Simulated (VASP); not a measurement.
# CaO (l.bA) (Fm-3m) in VASP: notebook

CaO (l.bA) is run at these levels: LDA; tasks: single point.

Everything below comes from runs of VASP 6.6.1. Logs are shortened: lines on timing, memory, paths and dates and some standing lists are left out, and cuts for length are marked.

### 1 The cell of the first run

The structure is cubic, space group Fm-3m (No. 225). The conventional cell has a = 4.780 Å, b = 4.780 Å, c = 4.780 Å, α = 90.00°, β = 90.00°, γ = 90.00°. Ca (site symmetry m-3m) has 6 O at 2.39 Å within 3.2 Å. Within 3.2 Å of O (site symmetry m-3m) lie 6 Ca at 2.39 Å.

### 2 Single point, LDA

Input file INCAR:

```
PREC = Accurate
ENCUT = 600
EDIFF = 1E-6
ISMEAR = 0
SIGMA = 0.1
LREAL = F
LASPH = T
NELM = 120
ALGO = Normal
ISIF = 2
LWAVE = F
LCHARG = F
NBANDS = 15
GGA_COMPAT = F
```

Input file KPOINTS:

```
regular mesh
0
Gamma
  6 6 6
```

Input file POSCAR:

```
CaO
1.0
    0.0000000000      2.3900000000      2.3900000000
    2.3900000000      0.0000000000      2.3900000000
    2.3900000000      2.3900000000      0.0000000000
Ca O
1 1
Direct
    0.0000000000      0.0000000000      0.0000000000
    0.5000000000      0.5000000000      0.5000000000
```

Potentials or basis: VASP PAW LDA potentials, release 64 (Ca_sv, O).

Command:

```
cat potpaw_LDA.64/Ca_sv/POTCAR potpaw_LDA.64/O/POTCAR > POTCAR
mpirun -np 1 vasp_std > vasp.out
```

OUTCAR:

```text
PREC = Accurate
   ENCUT = 600
   EDIFF = 1E-6
   ISMEAR = 0
   LREAL = F
   LASPH = T
   NELM = 120
   ISIF = 2

 ion  position               nearest neighbor table
   1  0.000  0.000  0.000-   2 2.39   2 2.39   2 2.39   2 2.39   2 2.39   2 2.39
   2  0.500  0.500  0.500-   1 2.39   1 2.39   1 2.39   1 2.39   1 2.39   1 2.39

  LATTYP: Found a face centered cubic cell.
 ALAT       =     4.7800000000

  Lattice vectors:

 A1 = (   0.0000000000,   2.3900000000,   2.3900000000)
 A2 = (   2.3900000000,   0.0000000000,   2.3900000000)
 A3 = (   2.3900000000,   2.3900000000,   0.0000000000)

Analysis of symmetry for initial positions (statically):
=====================================================================
 Subroutine PRICEL returns:
 Original cell was already a primitive cell.

 Routine SETGRP: Setting up the symmetry group for a
 face centered cubic supercell.

 Subroutine GETGRP returns: Found 48 space group operations
[... 9 lines left out ...]

 Routine SETGRP: Setting up the symmetry group for a
 face centered cubic supercell.

 Subroutine GETGRP returns: Found 48 space group operations
[... 11 lines left out ...]
                                     Primitive cell

  volume of cell :      27.3038

  direct lattice vectors                    reciprocal lattice vectors
     0.000000000  2.390000000  2.390000000    -0.209205021  0.209205021  0.209205021
     2.390000000  0.000000000  2.390000000     0.209205021 -0.209205021  0.209205021
     2.390000000  2.390000000  0.000000000     0.209205021  0.209205021 -0.209205021

  length of vectors
     3.379970414  3.379970414  3.379970414     0.362353725  0.362353725  0.362353725

  position of ions in fractional coordinates (direct lattice)
     0.000000000  0.000000000  0.000000000
     0.500000000  0.500000000  0.500000000

  ion indices of the primitive-cell ions
   primitive index   ion index
                 1           1
                 2           2

----------------------------------------------------------------------------------------

 KPOINTS: regular mesh

Automatic generation of k-mesh.
 Grid dimensions read from file:
 generate k-points for:    6    6    6

 Generating k-lattice:

  Cartesian coordinates                     Fractional coordinates (reciprocal lattice)
    -0.034867503  0.034867503  0.034867503     0.166666667  0.000000000  0.000000000
     0.034867503 -0.034867503  0.034867503     0.000000000  0.166666667  0.000000000
     0.034867503  0.034867503 -0.034867503     0.000000000  0.000000000  0.166666667

  Length of vectors
     0.060392288  0.060392288  0.060392288

  Shift w.r.t. Gamma in fractional coordinates (k-lattice)
     0.000000000  0.000000000  0.000000000

 Subroutine IBZKPT returns following result:
 ===========================================

 Found     16 irreducible k-points:

 Following reciprocal coordinates:
            Coordinates               Weight
  0.000000  0.000000  0.000000      1.000000
  0.166667  0.000000  0.000000      8.000000
  0.333333  0.000000  0.000000      8.000000
  0.500000  0.000000  0.000000      4.000000
  0.166667  0.166667  0.000000      6.000000
  0.333333  0.166667  0.000000     24.000000
[... 8 lines left out ...]
 -0.333333  0.333333  0.166667     24.000000
 -0.333333  0.500000  0.166667     12.000000
   k-points           NKPTS =     16   k-points in BZ     NKDIM =     16   number of bands    NBANDS=     15
   number of dos      NEDOS =    301   number of ions     NIONS =      2
   total plane-waves  NPLWV =  21952
   dimension x,y,z NGX =    28 NGY =   28 NGZ =   28
   dimension x,y,z NGXF=    56 NGYF=   56 NGZF=   56
   ions per type =               1   1
   NGX,Y,Z   is equivalent  to a cutoff of  13.77, 13.77, 13.77 a.u.
   NGXF,Y,Z  is equivalent  to a cutoff of  27.54, 27.54, 27.54 a.u.
 SYSTEM =  unknown system
   PREC   = accura    normal or accurate (medium, high low for compatibility)
   ISTART =      0    job   : 0-new  1-cont  2-samecut
   ICHARG =      2    charge: 1-file 2-atom 10-const
   ISPIN  =      1    spin polarized calculation?
   LNONCOLLINEAR =      F non collinear calculations
   LSORBIT =      F    spin-orbit coupling
   LASPH  =      T    aspherical Exc in radial PAW
   ENCUT  =  600.0 eV  44.10 Ry    6.64 a.u.   6.75  6.75  6.75*2*pi/ulx,y,z
   NELM   =    120;   NELMIN=  2; NELMDL= -5     # of ELM steps
   EDIFF  = 0.1E-05   stopping-criterion for ELM
   LREAL  =      F    real-space projection
   EDIFFG = 0.1E-04   stopping-criterion for IOM
   NSW    =      0    number of steps for IOM
   IBRION =     -1    ionic relax: 0-MD 1-quasi-New 2-CG
   NFREE  =      0    steps in history (QN), initial steepest desc. (CG)
   ISIF   =      2    stress and relaxation
   ISYM   =      2    0-nonsym 1-usesym 2-fastsym
   POTIM  = 0.5000    time-step for ionic-motion
   TEBEG  =    0.0;   TEEND  =   0.0 temperature during run
   PSTRESS=    0.0 pullay stress
   NELECT =      16.0000    total number of electrons
   NUPDOWN=      -1.0000    fix difference up-down
   EMIN   =  10.00;   EMAX   =-10.00  energy-range for DOS
   EFERMI =   0.00;   METHOD = LEGACY
   ISMEAR =     0;   SIGMA  =   0.10  broadening in eV -4-tet -1-fermi 0-gaus
   EFERMI_NEDOS =   21; number of points for ismear=-14 and -15
   IALGO  =     38    algorithm
   IMIX   =      4    mixing-type and parameters
     AMIX     =   0.40;   BMIX     =  1.00
     AMIX_MAG =   1.60;   BMIX_MAG =  1.00
  volume/ion in A,a.u.               =      13.65        92.13
  Fermi-wavevector in a.u.,A,eV,Ry     =   1.369957  2.588843 25.535171  1.876782
  Thomas-Fermi vector in A             =   2.495786
   LORBIT       =      0    0 simple, 1 ext, 2 COOP (PROOUT), +10 PAW based schemes
   GGA     = CA    functional components
   LHFCALC =     F    Hartree Fock is set to
   AEXX    =    0.0000 exact exchange contribution
   IVDW    =     0    specifies the selected vdW correction
   LEPSILON=     F    determine dielectric tensor
   LRPA    =     F    only Hartree local field effects (RPA)
 non-spin polarized calculation
 Gauss-broadening in eV      SIGMA  =   0.10
  energy-cutoff  :      600.00
  volume of cell :       27.30
 maximum number of plane-waves:       941
   NGX = 13   NGY = 13   NGZ = 13

 number of electron      15.9999997 magnetization

 Free energy of the ion-electron system (eV)
  ---------------------------------------------------
  ext. energy  EPLUGINS =         0.00000000
  ---------------------------------------------------
  free energy    TOTEN  =       -14.20968998 eV

  energy without entropy =      -14.20968998  energy(sigma->0) =      -14.20968998

 E-fermi :   2.5565     XC(G=0): -11.1107

 val. band max:        2.1087857666   @ k =   0.0000   0.0000   0.0000
 cond. band min:       5.5601311096   @ k =   0.5000   0.5000   0.0000
 fundamental gap:      3.4513453430
 Fermi energy:         2.5565045221

 k-point     1 :       0.0000    0.0000    0.0000
  band No.  band energies     occupation
      1     -34.8861      2.00000
      2     -15.9205      2.00000
      3     -15.9205      2.00000
      4     -15.9205      2.00000
      5     -13.1316      2.00000
      6       2.1088      2.00000
      7       2.1088      2.00000
      8       2.1088      2.00000
      9       6.8070      0.00000
     10       8.2568      0.00000
     11       8.2568      0.00000
     12       8.2568      0.00000
     13       9.8472      0.00000
     14       9.8472      0.00000
     15      17.0202      0.00000

 k-point     2 :       0.1667    0.0000    0.0000
  band No.  band energies     occupation
      1     -34.8563      2.00000
      2     -16.3134      2.00000
      3     -15.9356      2.00000
      4     -15.9356      2.00000
      5     -12.7205      2.00000
      6       1.2142      2.00000
      7       1.7381      2.00000
      8       1.7381      2.00000
      9       7.9115      0.00000
     10       8.2461      0.00000
     11       8.7369      0.00000
     12       8.7369      0.00000
     13      10.5033      0.00000
     14      10.5033      0.00000
     15      17.9793      0.00000

 k-point     3 :       0.3333    0.0000    0.0000
  band No.  band energies     occupation
      1     -34.7961      2.00000
      2     -16.9131      2.00000
      3     -15.9652      2.00000
      4     -15.9652      2.00000
      5     -12.0788      2.00000
      6      -0.0955      2.00000
      7       1.1145      2.00000
      8       1.1145      2.00000
      9       8.5844      0.00000
     10       9.8375      0.00000
     11       9.8452      0.00000
     12       9.8452      0.00000
     13      11.8535      0.00000
     14      11.8535      0.00000
     15      17.4012      0.00000

 k-point     4 :       0.5000    0.0000    0.0000
  band No.  band energies     occupation
      1     -34.7656      2.00000
      2     -17.1632      2.00000
      3     -15.9798      2.00000
      4     -15.9798      2.00000
      5     -11.8041      2.00000
      6      -0.6412      2.00000
      7       0.8438      2.00000
      8       0.8438      2.00000
      9       9.1417      0.00000
     10      10.5052      0.00000
     11      10.5052      0.00000
     12      10.5482      0.00000
     13      12.6780      0.00000
     14      12.6780      0.00000
     15      16.4084      0.00000
[... 163 lines left out ...]
 k-point    14 :       0.5000    0.3333    0.1667
  band No.  band energies     occupation
      1     -34.7578      2.00000
      2     -16.7521      2.00000
      3     -16.2099      2.00000
      4     -16.0706      2.00000
      5     -12.2991      2.00000
      6       0.2109      2.00000
      7       1.0941      2.00000
      8       1.3426      2.00000
      9       7.4016      0.00000
     10       9.6615      0.00000
     11      10.6361      0.00000
     12      10.8531      0.00000
     13      11.9339      0.00000
     14      13.4375      0.00000
     15      17.2753      0.00000

 k-point    15 :      -0.3333    0.3333    0.1667
  band No.  band energies     occupation
      1     -34.7381      2.00000
      2     -16.7481      2.00000
      3     -16.2911      2.00000
      4     -16.1383      2.00000
      5     -12.2768      2.00000
      6       0.3245      2.00000
      7       0.9892      2.00000
      8       1.0650      2.00000
      9       8.5804      0.00000
     10       8.5924      0.00000
     11      10.8840      0.00000
     12      11.2883      0.00000
     13      12.3314      0.00000
     14      15.0614      0.00000
     15      15.8373      0.00000

 k-point    16 :      -0.3333    0.5000    0.1667
  band No.  band energies     occupation
      1     -34.7292      2.00000
      2     -16.4952      2.00000
      3     -16.3508      2.00000
      4     -16.2841      2.00000
      5     -12.5465      2.00000
      6       0.8870      2.00000
      7       0.9926      2.00000
      8       1.2834      2.00000
      9       7.0107      0.00000
     10       9.7621      0.00000
     11      10.5484      0.00000
     12      11.7640      0.00000
     13      11.9238      0.00000
     14      15.0681      0.00000
     15      15.7354      0.00000

------------------------ aborting loop because EDIFF is reached ----------------------------------------

  FORCE on cell =-STRESS in cart. coord.  units (eV):
  Direction    XX          YY          ZZ          XY          YZ          ZX
  --------------------------------------------------------------------------------------
  -------------------------------------------------------------------------------------
  Total       -0.7861098     -0.7861098     -0.7861098      0.0000000      0.0000000     -0.0000000
  in kB      -46.1285832    -46.1285832    -46.1285832      0.0000000      0.0000000     -0.0000000
  external PRESSURE =     -46.1285832 kB  Pullay stress =       0.0000000 kB

 VOLUME and BASIS-vectors are now :
 -----------------------------------------------------------------------------
  energy-cutoff  :      600.00
  volume of cell :       27.30
      direct lattice vectors                 reciprocal lattice vectors
     0.000000000  2.390000000  2.390000000    -0.209205021  0.209205021  0.209205021
     2.390000000  0.000000000  2.390000000     0.209205021 -0.209205021  0.209205021
     2.390000000  2.390000000  0.000000000     0.209205021  0.209205021 -0.209205021

 POSITION                                       TOTAL-FORCE (eV/Angst)
 -----------------------------------------------------------------------------------
      0.00000      0.00000      0.00000         0.000000      0.000000      0.000000
      2.39000      2.39000      2.39000        -0.000000     -0.000000     -0.000000
 -----------------------------------------------------------------------------------
    total drift:                                0.000000      0.000000      0.000000

  FREE ENERGIE OF THE ION-ELECTRON SYSTEM (eV)
  ---------------------------------------------------
  free  energy   TOTEN  =       -14.2096899805 eV

  energy  without entropy=      -14.2096899805  energy(sigma->0) =      -14.20968998
```

Wall time 5.8 s (1 thread of Intel Xeon Platinum 8375C at 2.90GHz (Ice Lake), shared host); peak memory 0.14 GiB.

Results:

```
Free energy            : -14.2097 eV
Pressure               : -4.6 GPa
Band gap on the k mesh : 3.45 eV, indirect (least direct gap 3.82 eV)
```

[end of part 1 of 2]
